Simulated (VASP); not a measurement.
A run of VASP 6.6.1 is set up as follows.

The input INCAR:

```
  PREC = Accurate
  ENCUT = 500
  EDIFF = 1E-6
  ISMEAR = 0
  SIGMA = 0.2
  LREAL = F
  LASPH = T
  NELM = 120
  ALGO = Normal
  ISIF = 2
  LWAVE = F
  LCHARG = T
  GGA = PE
  LELF = T
  LVHAR = T
  NBANDS = 33
  GGA_COMPAT = F
```

Contents of KPOINTS:

```
regular mesh
0
Gamma
  3 3 3
```

Contents of POSCAR:

```
Si4S
1.0
    0.0000000000      4.4147140797      4.4147140797
    4.4147140797      0.0000000000      4.4147140797
    4.4147140797      4.4147140797      0.0000000000
Si S
8 2
Direct
    0.4002731378      0.4002731378      0.4002731378
    0.4002731378      0.4002731378      0.7991805865
    0.4002731378      0.7991805865      0.4002731378
    0.8497268622      0.8497268622      0.4508194135
    0.8497268622      0.8497268622      0.8497268622
    0.7991805865      0.4002731378      0.4002731378
    0.8497268622      0.4508194135      0.8497268622
    0.4508194135      0.8497268622      0.8497268622
    0.0000000000      0.0000000000      0.0000000000
    0.2500000000      0.2500000000      0.2500000000
```

Potentials or basis: VASP PAW PBE potentials, release 64 (Si, S).

The run is started by

```bash
$ cat potpaw_PBE.64/Si/POTCAR potpaw_PBE.64/S/POTCAR > POTCAR
$ mpirun -np 1 vasp_std > vasp.out
```

Q: Estimate the largest force.

A: 0.042 eV/Å.

Q: What does it give for the pressure?

A: 0.4 GPa.

Q: What does it give for the band gap on the k mesh?

A: Zero (band 22 reaches 9.76 eV, above the bottom of band 23 at 7.26 eV).

Forces in eV/Å, atoms in the order of the input:
```
Si   0.024  0.024  0.024
Si  -0.024 -0.024  0.024
Si  -0.024  0.024 -0.024
Si   0.024  0.024 -0.024
Si  -0.024 -0.024 -0.024
Si   0.024 -0.024 -0.024
Si   0.024 -0.024  0.024
Si  -0.024  0.024  0.024
S    0.000  0.000  0.000
S    0.000  0.000  0.000
```

Caveat: the k points lie up to 0.41 Å⁻¹ apart.
